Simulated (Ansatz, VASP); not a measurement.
## Two plane-wave programs on Co

```xyz
2
Lattice="2.4561 0.0000 0.0000 -1.2281 2.1271 0.0000 0.0000 0.0000 3.9698" Properties=species:S:1:pos:R:3 pbc="T T T"
Co    0.0000    1.4181    0.9925
Co    1.2281    0.7090    2.9774
```

Alike in both runs: functional PBEsol; k mesh 18 × 18 × 10; occupations gaussian, width 0.1 eV; collinear spin.

Ansatz relaxed the structure, and its values are those at the end. VASP's run is a single point on that final structure, the one shown.

|  | VASP | Ansatz |
| --- | --- | --- |
| version | VASP 6.6.1 | Ansatz 0.2.0 |
| potentials or method | VASP PAW PBE potentials, release 64 (Co), cutoff 520 eV | scalar-relativistic, plane waves, PAW |
| valence electrons in the cell | 18 | 34 |

Ansatz gave:

```
gap on the k mesh at the Fermi level (eV)                     : none
pressure (GPa)                                                : 0.0
net moment per atom (μB)                                      : 1.57
size of the moment on the site where the two differ most (μB) : 1.64
```

Question: Which values does VASP return?

Answer: gap on the k mesh at the Fermi level (eV): none; pressure (GPa): -0.8; net moment per atom (μB): 1.57; size of the moment on the site where the two differ most (μB): 1.58.

VASP's potentials were made for PBE, not for PBEsol. Site moments also hang on the region over which each program counts them. A gap of «none» marks a metal or a gap that the smearing closes. VASP's potentials hold 18 valence electrons a cell and Ansatz's 34, so a difference there can come from the potentials and not from the codes.
